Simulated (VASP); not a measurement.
# KBr (F-43m) in VASP: settings compared, part 2 of 2

VASP 6.6.1.

### Step 4. Single point, HSE06

This run uses another cell than the first one, of 50.17 Å³/atom, 0.973 times its volume.

Contents of POSCAR:

```
KBr
1.0
    0.0000000000      3.6882992884      3.6882992884
    3.6882992884      0.0000000000      3.6882992884
    3.6882992884      3.6882992884      0.0000000000
K Br
1 1
Direct
    0.0000000000      0.0000000000      0.0000000000
    0.2500000000      0.2500000000      0.2500000000
```

Contents of INCAR.step1:

```
PREC = Accurate ; ENCUT = 520
EDIFF = 1E-5 ; ISMEAR = 0
SIGMA = 0.01 ; LREAL = F
LASPH = T ; NELM = 100
ALGO = Normal ; ISIF = 2
LWAVE = T ; NBANDS = 15
GGA = PE
```

Contents of INCAR.step2:

```
PREC = Accurate ; ENCUT = 520
EDIFF = 1E-7 ; ISMEAR = 0
SIGMA = 0.01 ; LREAL = F
LASPH = T ; NELM = 100
ALGO = Normal ; ISIF = 2
LWAVE = F ; LCHARG = T
GGA = PE ; LHFCALC = T
HFSCREEN = 0.2079 ; PRECFOCK = Normal
LELF = T ; LVHAR = T
NBANDS = 15 ; ISTART = 1
```

Contents of KPOINTS:

```
Automatic mesh
0
Gamma
  4 4 4
```

Command:

```bash
$ cat potpaw_PBE.64/K_sv/POTCAR potpaw_PBE.64/Br/POTCAR > POTCAR
$ cp INCAR.step1 INCAR
$ mpirun -np 1 vasp_std > vasp.out
$ cp INCAR.step2 INCAR
$ mpirun -np 1 vasp_std > vasp.out
```

Run time: 8.8 min. Hardware: 1 thread of Intel Xeon Platinum 8559C (Emerald Rapids), shared host; peak memory 0.35 GiB.

Results (log left out):

```yaml
Free_energy: -6.9720 eV
Pressure: 0.2 GPa
Band_gap_on_the_k_mesh: 5.39 eV, indirect (least direct gap 5.40 eV)
```

Levels at points of the mesh, in eV from the valence-band top:
| k point | band 4 | band 5 | band 6 | band 7 | band 8 | band 9 | band 10 | band 11 | band 12 | band 13 |
| --- | --- | --- | --- | --- | --- | --- | --- | --- | --- | --- |
| (0.00, 0.00, 0.00) | -12.11 | -12.11 | -0.01 | -0.01 | -0.01 | 5.39 | 10.07 | 10.07 | 10.96 | 10.96 |
| (0.50, 0.00, 0.00) | -12.12 | -11.89 | -0.40 | 0.00 | 0.00 | 7.69 | 8.15 | 9.52 | 9.52 | 11.16 |
| (0.50, 0.50, 0.00) | -12.13 | -11.82 | -0.44 | -0.02 | -0.02 | 7.19 | 8.38 | 10.27 | 10.94 | 10.94 |

Caveat: the PAW data sets were made with another functional, which shifts forces and pressure a little. A k mesh can miss the band edges.

### Step 5. Single point, PBE0

This run uses another cell than the first one, of 50.17 Å³/atom, 0.973 times its volume.

POSCAR is that of step 4.

Contents of INCAR.step1:

```
SYSTEM = KBr
PREC = Accurate ; ENCUT = 520
EDIFF = 1E-5 ; ISMEAR = 0
SIGMA = 0.01 ; LREAL = .FALSE.
LASPH = .TRUE. ; NELM = 80
ALGO = Normal ; ISIF = 2
LWAVE = .TRUE. ; LCHARG = .FALSE.
GGA = PE ; NBANDS = 15
```

Contents of INCAR.step2:

```
SYSTEM = KBr
PREC = Accurate ; ENCUT = 520
EDIFF = 1E-6 ; ISMEAR = 0
SIGMA = 0.01 ; LREAL = .FALSE.
LASPH = .TRUE. ; NELM = 80
ALGO = Normal ; ISIF = 2
LWAVE = .FALSE. ; LCHARG = .FALSE.
GGA = PE ; LHFCALC = .TRUE.
AEXX = 0.25 ; PRECFOCK = Normal
ISTART = 1 ; NBANDS = 15
```

Contents of KPOINTS:

```
regular mesh
0
G
  4 4 4
  0 0 0
```

Command:

```bash
$ cat potpaw_PBE.64/K_sv/POTCAR potpaw_PBE.64/Br/POTCAR > POTCAR
$ cp INCAR.step1 INCAR
$ mpirun -np 1 vasp_std > vasp.out
$ cp INCAR.step2 INCAR
$ mpirun -np 1 vasp_std > vasp.out
```

Run time: 6.8 min. Hardware: 1 thread of Intel Xeon Platinum 8559C (Emerald Rapids), shared host; peak memory 0.26 GiB.

The run converged. Its results:

* Free energy: -7.4852 eV
* Pressure: 0.1 GPa
* Band gap on the k mesh: 6.13 eV, indirect (least direct gap 6.14 eV)

Levels at points of the mesh, in eV from the valence-band top:
| k point | band 4 | band 5 | band 6 | band 7 | band 8 | band 9 | band 10 | band 11 | band 12 | band 13 |
| --- | --- | --- | --- | --- | --- | --- | --- | --- | --- | --- |
| (0.00, 0.00, 0.00) | -12.13 | -12.13 | -0.01 | -0.01 | -0.01 | 6.13 | 10.86 | 10.86 | 11.74 | 11.74 |
| (0.50, 0.00, 0.00) | -12.13 | -11.91 | -0.41 | 0.00 | 0.00 | 8.45 | 8.90 | 10.30 | 10.30 | 11.95 |
| (0.50, 0.50, 0.00) | -12.14 | -11.84 | -0.45 | -0.02 | -0.02 | 7.93 | 9.14 | 11.05 | 11.72 | 11.72 |

Caveat: the PAW data sets were made with another functional, which shifts forces and pressure a little.

### Step 6. Single point, r2SCANh

This run uses another cell than the first one, of 50.17 Å³/atom, 0.973 times its volume.

POSCAR is that of step 5.

Contents of INCAR.step1:

```
PREC = Accurate ; ENCUT = 520
EDIFF = 1E-5 ; ISMEAR = 0
SIGMA = 0.01 ; LREAL = F
LASPH = T ; NELM = 80
ALGO = Normal ; ISIF = 2
LWAVE = T ; LCHARG = F
GGA = PE ; NBANDS = 15
```

Contents of INCAR.step2:

```
PREC = Accurate ; ENCUT = 520
EDIFF = 1E-6 ; ISMEAR = 0
SIGMA = 0.01 ; LREAL = F
LASPH = T ; NELM = 80
ALGO = Normal ; ISIF = 2
LWAVE = F ; LCHARG = F
METAGGA = R2SCAN ; LHFCALC = T
AEXX = 0.1 ; LMIXTAU = T
PRECFOCK = Normal ; ISTART = 1
NBANDS = 15
```

Contents of KPOINTS:

```
regular mesh
0
Gamma
  4 4 4
```

Potentials or basis: VASP PAW PBE potentials, release 64 (K_sv, Br).

Command:

```bash
$ cat potpaw_PBE.64/K_sv/POTCAR potpaw_PBE.64/Br/POTCAR > POTCAR
$ cp INCAR.step1 INCAR
$ mpirun -np 1 vasp_std > vasp.out
$ cp INCAR.step2 INCAR
$ mpirun -np 1 vasp_std > vasp.out
```

OUTCAR:

```text
PREC = Accurate
   ENCUT = 520
   EDIFF = 1E-6
   ISMEAR = 0
   LREAL = F
   LASPH = T
   NELM = 80
   ISIF = 2
   METAGGA = R2SCAN
   LHFCALC = T
   AEXX = 0.1
   PRECFOCK = Normal
   ISTART = 1

 ion  position               nearest neighbor table
   1  0.000  0.000  0.000-   2 3.19   2 3.19   2 3.19   2 3.19
   2  0.250  0.250  0.250-   1 3.19   1 3.19   1 3.19   1 3.19

  LATTYP: Found a face centered cubic cell.
 ALAT       =     7.3765985768

  Lattice vectors:

 A1 = (   0.0000000000,   3.6882992884,   3.6882992884)
 A2 = (   3.6882992884,   0.0000000000,   3.6882992884)
 A3 = (   3.6882992884,   3.6882992884,   0.0000000000)

Analysis of symmetry for initial positions (statically):
=====================================================================
 Subroutine PRICEL returns:
 Original cell was already a primitive cell.

 Routine SETGRP: Setting up the symmetry group for a
 face centered cubic supercell.

 Subroutine GETGRP returns: Found 24 space group operations
 (whereof 24 operations were pure point group operations)
 out of a pool of 48 trial point group operations.

The static configuration has the point symmetry T_d .

Analysis of symmetry for dynamics (positions and initial velocities):
=====================================================================
 Subroutine PRICEL returns:
 Original cell was already a primitive cell.

 Routine SETGRP: Setting up the symmetry group for a
 face centered cubic supercell.

 Subroutine GETGRP returns: Found 24 space group operations
 (whereof 24 operations were pure point group operations)
 out of a pool of 48 trial point group operations.

The dynamic configuration has the point symmetry T_d .

 Subroutine INISYM returns: Found 24 space group operations
 (whereof 24 operations are pure point group operations),
 and found     1 'primitive' translations

----------------------------------------------------------------------------------------

                                     Primitive cell

  volume of cell :     100.3479

  direct lattice vectors                    reciprocal lattice vectors
     0.000000000  3.688299288  3.688299288    -0.135563836  0.135563836  0.135563836
     3.688299288  0.000000000  3.688299288     0.135563836 -0.135563836  0.135563836
     3.688299288  3.688299288  0.000000000     0.135563836  0.135563836 -0.135563836

  length of vectors
     5.216042876  5.216042876  5.216042876     0.234803452  0.234803452  0.234803452

  position of ions in fractional coordinates (direct lattice)
     0.000000000  0.000000000  0.000000000
     0.250000000  0.250000000  0.250000000

  ion indices of the primitive-cell ions
   primitive index   ion index
                 1           1
                 2           2

----------------------------------------------------------------------------------------

 KPOINTS: regular mesh

Automatic generation of k-mesh.
 Grid dimensions read from file:
 generate k-points for:    4    4    4

 Generating k-lattice:

[... 30 lines left out ...]
   dimension x,y,z NGXF=    80 NGYF=   80 NGZF=   80
   ions per type =               1   1
   NGX,Y,Z   is equivalent  to a cutoff of  12.75, 12.75, 12.75 a.u.
   NGXF,Y,Z  is equivalent  to a cutoff of  25.50, 25.50, 25.50 a.u.
 SYSTEM =  unknown system
   PREC   = accura    normal or accurate (medium, high low for compatibility)
   ISTART =      1    job   : 0-new  1-cont  2-samecut
   ICHARG =      0    charge: 1-file 2-atom 10-const
   ISPIN  =      1    spin polarized calculation?
   LNONCOLLINEAR =      F non collinear calculations
   LSORBIT =      F    spin-orbit coupling
   LASPH  =      T    aspherical Exc in radial PAW
   ENCUT  =  520.0 eV  38.22 Ry    6.18 a.u.   9.70  9.70  9.70*2*pi/ulx,y,z
   NELM   =     80;   NELMIN=  2; NELMDL=  0     # of ELM steps
   EDIFF  = 0.1E-05   stopping-criterion for ELM
   LREAL  =      F    real-space projection
   EDIFFG = 0.1E-04   stopping-criterion for IOM
   NSW    =      0    number of steps for IOM
   IBRION =     -1    ionic relax: 0-MD 1-quasi-New 2-CG
   NFREE  =      0    steps in history (QN), initial steepest desc. (CG)
   ISIF   =      2    stress and relaxation
   ISYM   =      3    0-nonsym 1-usesym 2-fastsym
   POTIM  = 0.5000    time-step for ionic-motion
   TEBEG  =    0.0;   TEEND  =   0.0 temperature during run
   PSTRESS=    0.0 pullay stress
   NELECT =      16.0000    total number of electrons
   NUPDOWN=      -1.0000    fix difference up-down
   EMIN   =  10.00;   EMAX   =-10.00  energy-range for DOS
   EFERMI =   0.00;   METHOD = LEGACY
   ISMEAR =     0;   SIGMA  =   0.01  broadening in eV -4-tet -1-fermi 0-gaus
   EFERMI_NEDOS =   21; number of points for ismear=-14 and -15
   IALGO  =     38    algorithm
   IMIX   =      1    mixing-type and parameters
     AMIX     =   0.40;   BMIX     =  1.00
     AMIX_MAG =   1.60;   BMIX_MAG =  1.00
  volume/ion in A,a.u.               =      50.17       338.59
  Fermi-wavevector in a.u.,A,eV,Ry     =   0.887725  1.677558 10.722159  0.788056
  Thomas-Fermi vector in A             =   2.009061
   LORBIT       =      0    0 simple, 1 ext, 2 COOP (PROOUT), +10 PAW based schemes
   METAGGA = R2SCAN    functional components
   LHFCALC =     T    Hartree Fock is set to
   PRECFOCK=normal    Normal, Fast or Accurate (Low or Medium for compatibility)
   ENCUT4O =  -1.0   cutoff for four orbital integrals eV
   NKREDX  =     1    reduce k-point grid by
   NKREDY  =     1    reduce k-point grid by
   NKREDZ  =     1    reduce k-point grid by
   AEXX    =    0.1000 exact exchange contribution
   HFSCREEN=    0.0000 screening length (either q_TF or 0.3 A-1)
   HFSCREENC=   0.0000 screening length for correlation (either q_TF or 0.3 A-1)
   ENCUTFOCK=  -1.0 apply spherical cutoff to Coloumb kernel
   IVDW    =     0    specifies the selected vdW correction
   LEPSILON=     F    determine dielectric tensor
   LRPA    =     F    only Hartree local field effects (RPA)
 non-spin polarized calculation
 Gauss-broadening in eV      SIGMA  =   0.01
  energy-cutoff  :      520.00
  volume of cell :      100.35
 maximum number of plane-waves:      2733
 NGX is ok and might be reduce to    40
  NGX = 30; NGY = 30; NGZ = 30

 number of electron      15.9999997 magnetization

 Free energy of the ion-electron system (eV)
  ---------------------------------------------------
  ext. energy  EPLUGINS =         0.00000000
  ---------------------------------------------------
  free energy    TOTEN  =       -21.88335885 eV

  energy without entropy =      -21.88335885  energy(sigma->0) =      -21.88335885

 E-fermi :  -3.8645     XC(G=0):  -5.6598

 val. band max:       -3.9604932322   @ k =  -0.2500   0.2500   0.0000
 cond. band min:       1.5044757376   @ k =   0.0000   0.0000   0.0000
 fundamental gap:      5.4649689698
 Fermi energy:        -3.8645386985

 k-point     1 :       0.0000    0.0000    0.0000
  band No.  band energies     occupation
      1     -33.6015      2.00000
      2     -16.6247      2.00000
      3     -15.8871      2.00000
      4     -15.8871      2.00000
      5     -15.8871      2.00000
      6      -3.9737      2.00000
      7      -3.9737      2.00000
      8      -3.9737      2.00000
      9       1.5045      0.00000
     10       6.1766      0.00000
     11       6.1766      0.00000
     12       7.1192      0.00000
     13       7.1192      0.00000
     14       7.1192      0.00000
[... 113 lines left out ...]
      2     -16.8540      2.00000
      3     -15.9093      2.00000
      4     -15.9037      2.00000
      5     -15.6009      2.00000
      6      -4.2132      2.00000
      7      -4.1696      2.00000
      8      -3.9895      2.00000
      9       3.4900      0.00000
     10       4.5026      0.00000
     11       6.2092      0.00000
     12       6.5002      0.00000
     13       6.8915      0.00000
     14       7.3450      0.00000
     15       8.0712      0.00000

------------------------ aborting loop because EDIFF is reached ----------------------------------------

  FORCE on cell =-STRESS in cart. coord.  units (eV):
  Direction    XX          YY          ZZ          XY          YZ          ZX
  --------------------------------------------------------------------------------------
  -------------------------------------------------------------------------------------
  Total       -0.0081210     -0.0081210     -0.0081210      0.0000000      0.0000000     -0.0000000
  in kB       -0.1296620     -0.1296620     -0.1296620      0.0000000      0.0000000     -0.0000000
  external PRESSURE =      -0.1296620 kB  Pullay stress =       0.0000000 kB

 VOLUME and BASIS-vectors are now :
 -----------------------------------------------------------------------------
  energy-cutoff  :      520.00
  volume of cell :      100.35
      direct lattice vectors                 reciprocal lattice vectors
     0.000000000  3.688299288  3.688299288    -0.135563836  0.135563836  0.135563836
     3.688299288  0.000000000  3.688299288     0.135563836 -0.135563836  0.135563836
     3.688299288  3.688299288  0.000000000     0.135563836  0.135563836 -0.135563836

 POSITION                                       TOTAL-FORCE (eV/Angst)
 -----------------------------------------------------------------------------------
      0.00000      0.00000      0.00000         0.000000      0.000000     -0.000000
      1.84415      1.84415      1.84415         0.000000     -0.000000      0.000000
 -----------------------------------------------------------------------------------
    total drift:                                0.000000      0.000000     -0.000000

  FREE ENERGIE OF THE ION-ELECTRON SYSTEM (eV)
  ---------------------------------------------------
  free  energy   TOTEN  =       -21.8833588547 eV

  energy  without entropy=      -21.8833588547  energy(sigma->0) =      -21.88335885
```

OUTCAR.step1:

```text
PREC = Accurate
   ENCUT = 520
   EDIFF = 1E-5
   ISMEAR = 0
   LREAL = F
   LASPH = T
[... 346 lines left out ...]
 -----------------------------------------------------------------------------------
      0.00000      0.00000      0.00000         0.000000      0.000000      0.000000
      1.84415      1.84415      1.84415        -0.000000     -0.000000     -0.000000
 -----------------------------------------------------------------------------------
    total drift:                               -0.000000     -0.000000     -0.000000

  FREE ENERGIE OF THE ION-ELECTRON SYSTEM (eV)
  ---------------------------------------------------
  free  energy   TOTEN  =        -6.0347745334 eV

  energy  without entropy=       -6.0347745334  energy(sigma->0) =       -6.03477453
```

OSZICAR.step1:

```text
N       E                     dE             d eps       ncg     rms          rms(c)
DAV:   1     0.103543906851E+03    0.10354E+03   -0.64736E+03   240   0.896E+02
DAV:   2     0.196169271742E+01   -0.10158E+03   -0.93083E+02   296   0.206E+02
DAV:   3    -0.603099765734E+01   -0.79927E+01   -0.79615E+01   317   0.550E+01
DAV:   4    -0.635569692084E+01   -0.32470E+00   -0.32455E+00   407   0.934E+00
DAV:   5    -0.635692254217E+01   -0.12256E-02   -0.12256E-02   324   0.711E-01    0.317E+00
DAV:   6    -0.604540731681E+01    0.31152E+00   -0.40784E-01   331   0.266E+00    0.223E+00
DAV:   7    -0.600976961818E+01    0.35638E-01   -0.20579E-01   331   0.212E+00    0.110E+00
DAV:   8    -0.603062695067E+01   -0.20857E-01   -0.25059E-02   332   0.101E+00    0.196E-01
DAV:   9    -0.603259130032E+01   -0.19643E-02   -0.12154E-03   296   0.193E-01    0.133E-01
DAV:  10    -0.603472236833E+01   -0.21311E-02   -0.17449E-03   240   0.224E-01    0.323E-02
DAV:  11    -0.603476033195E+01   -0.37964E-04   -0.97514E-05   310   0.657E-02    0.106E-02
DAV:  12    -0.603477411315E+01   -0.13781E-04   -0.17477E-05   231   0.310E-02    0.625E-03
DAV:  13    -0.603477453336E+01   -0.42021E-06   -0.16336E-06   253   0.768E-03
   1 F= -.60347745E+01 E0= -.60347745E+01  d E =-.180918E-67
```

Run time: 12 min. Hardware: 1 thread of Intel Xeon Platinum 8375C at 2.90GHz (Ice Lake), shared host; peak memory 0.28 GiB.

What came out:

- Free energy: -21.8834 eV
- Pressure: 0.0 GPa
- Band gap on the k mesh: 5.46 eV, indirect (least direct gap 5.48 eV)

Levels at points of the mesh, in eV from the valence-band top:
| k point | band 6 | band 7 | band 8 | band 9 | band 10 | band 11 |
| --- | --- | --- | --- | --- | --- | --- |
| (0.00, 0.00, 0.00) | -0.01 | -0.01 | -0.01 | 5.46 | 10.14 | 10.14 |
| (0.50, 0.00, 0.00) | -0.39 | 0.00 | 0.00 | 7.82 | 8.15 | 9.61 |
| (0.50, 0.50, 0.00) | -0.43 | -0.02 | -0.02 | 7.17 | 8.45 | 10.57 |

Caveat: the PAW data sets were made with another functional, which shifts forces and pressure a little. A k mesh can miss the band edges.

### Step 7. The runs side by side

```tsv
task	level	spin	cell	k mesh	cutoff (eV)	smearing	grid for exact exchange (PRECFOCK)	screening parameter	gap on the mesh (eV)	pressure (GPa)
relaxation of cell and atoms	r2SCAN	off	relaxed from a = 5.263 Å, angles 60.0°, 2 atoms	6 × 6 × 6	600	fermi-dirac 0.02 eV	-	-	4.84	0.0
single point	PBE	non-collinear, zero start, SOC	a = 5.216 Å, angles 60.0°, 2 atoms	6 × 6 × 6	520	gaussian 0.01 eV	-	-	-	0.3
single point	HSE06	off	a = 5.216 Å, angles 60.0°, 2 atoms	4 × 4 × 4	520	gaussian 0.01 eV	Normal	0.2079 1/Å	5.39	0.2
single point	PBE0	off	a = 5.216 Å, angles 60.0°, 2 atoms	4 × 4 × 4	520	gaussian 0.01 eV	Normal	-	6.13	0.1
single point	r2SCANh	off	a = 5.216 Å, angles 60.0°, 2 atoms	4 × 4 × 4	520	gaussian 0.01 eV	Normal	-	5.46	0.0
```

Alike in all rows: potentials or basis VASP PAW PBE potentials, release 64 (K_sv, Br).

Caveats: the PAW data sets were made with another functional, which shifts forces and pressure a little (some runs).

Absolute energies hang on the potentials; compare differences alone.
